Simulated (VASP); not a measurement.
Set up this calculation in VASP 6.6.1, as the native input.

- Task: single point
- Functional: PBEsol
- Potentials or basis: VASP PAW PBE potentials, release 64 (Cd)
- Cutoff: 520 eV
- k mesh: 18 × 18 × 8
- Occupations: gaussian, width 0.1 eV
- Spin: no spin polarisation
- Dipole correction: no
- Further INCAR settings: ALGO = Fast; EDIFF = 1e-06; NBANDS = 19

The structure of Cd lies in POSCAR:

```
Cd
1.0
    2.9442134714      0.0000000000      0.0000000000
   -1.4721067357      2.5497636604      0.0000000000
    0.0000000000      0.0000000000      5.6103138286
Cd
2
Direct
    0.3333333333      0.6666666667      0.2500000000
    0.6666666667      0.3333333333      0.7500000000
```

The input as run:

INCAR

```
  PREC = Accurate
  ENCUT = 520
  EDIFF = 1E-6
  ISMEAR = 0
  SIGMA = 0.1
  LREAL = False
  LASPH = True
  NELM = 100
  ALGO = Fast
  ISIF = 2
  LWAVE = False
  LCHARG = False
  GGA = PS
  NBANDS = 19
```

KPOINTS

```
Automatic mesh
0
Gamma
  18 18 8
```

Potentials or basis: VASP PAW PBE potentials, release 64 (Cd).

Command:

```console
$ cat potpaw_PBE.64/Cd/POTCAR > POTCAR
$ mpirun -np 1 vasp_std > vasp.out
```

It gave:

- Pressure: 0.4 GPa
- Band gap on the k mesh: zero (bands 12 and 13 overlap by 4.74 eV)

Caveat: the PAW data sets were made with another functional, which shifts forces and pressure a little.

Run time: 2.5 min on 1 thread of AMD EPYC 7R13 (shared host), peak memory 0.22 GiB.
